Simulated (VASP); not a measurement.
Input of a VASP 6.6.1 run:

The input INCAR:

```
SYSTEM = In4Sb4H
PREC = Accurate
ENCUT = 520
EDIFF = 1E-6
ISMEAR = -1
SIGMA = 0.05
LREAL = Auto
LASPH = .TRUE.
NELM = 100
ALGO = Normal
ISIF = 2
LWAVE = .FALSE.
LCHARG = .TRUE.
GGA = CA
LELF = .TRUE.
LVHAR = .TRUE.
NBANDS = 88
```

The input KPOINTS:

```
Automatic mesh
0
G
  2 2 1
  0 0 0
```

POSCAR

```
In4Sb4H
1.0
    9.1372340000      0.0000000000      0.0000000000
    0.0000000000      6.4610000000      0.0000000000
    0.0000000000      0.0000000000     19.8529250000
In Sb H
8 8 2
Direct
    0.0000000000      0.0000000000      0.0503704114
    0.7446673687      0.4756229686      0.1795554056
    0.2942575401      0.6057111902      0.1825877043
    0.4999981395      0.0000000000      0.0503704114
    0.5160861591      0.0315895372      0.2902897180
    0.2159406227      0.4719702832      0.3655380756
    0.7321033915      0.4929732240      0.3726654888
    0.9978512097      0.0995356756      0.2801451172
    0.9979387635      0.2768147346      0.1598303525
    0.2499990697      0.7500077387      0.0503704114
    0.7499972092      0.7500077387      0.0503704114
    0.4711600907      0.2893050611      0.1638952447
    0.5087973012      0.2792756539      0.4116672984
    0.7824468543      0.7680390033      0.2706502946
    0.2512467121      0.8268224733      0.2808351918
    0.9936924019      0.2354589073      0.4182204889
    0.8125106569     -0.1972914410      0.4617808207
    0.8018400317     -0.3157560749      0.4487550323
```

Potentials or basis: VASP PAW LDA potentials, release 64 (In_d, Sb, H).

Launch:

```bash
$ cat potpaw_LDA.64/In_d/POTCAR potpaw_LDA.64/Sb/POTCAR potpaw_LDA.64/H/POTCAR > POTCAR
$ mpirun -np 1 vasp_std > vasp.out
```

Q: Predict the largest force.

A: 3.318 eV/Å.

Q: Estimate the band gap on the k mesh.

A: 0.21 eV, indirect (least direct gap 0.35 eV).

Forces on the atoms (eV/Å):
```
In  -0.191 -0.658  0.820
In  -0.700  0.158 -1.223
In  -0.748 -1.249 -2.690
In   0.090 -0.275  0.826
In   0.725  0.257 -0.090
In   0.989  0.020  0.188
In   1.360 -0.086 -0.612
In   0.019 -0.895  1.002
Sb   1.089  0.972 -0.722
Sb   0.060 -0.005 -0.641
Sb  -0.071  0.087 -0.275
Sb   0.967 -1.156  0.043
Sb  -1.823 -0.673 -0.086
Sb  -0.401  1.413  0.874
Sb  -0.917  1.377  2.876
Sb  -0.632  0.296 -0.794
H   -0.119 -0.579 -0.210
H    0.303  0.997  0.713
```

Caveat: the k points lie up to 0.49 Å⁻¹ apart; spin-orbit coupling is left out, which moves the levels of the heavy elements.
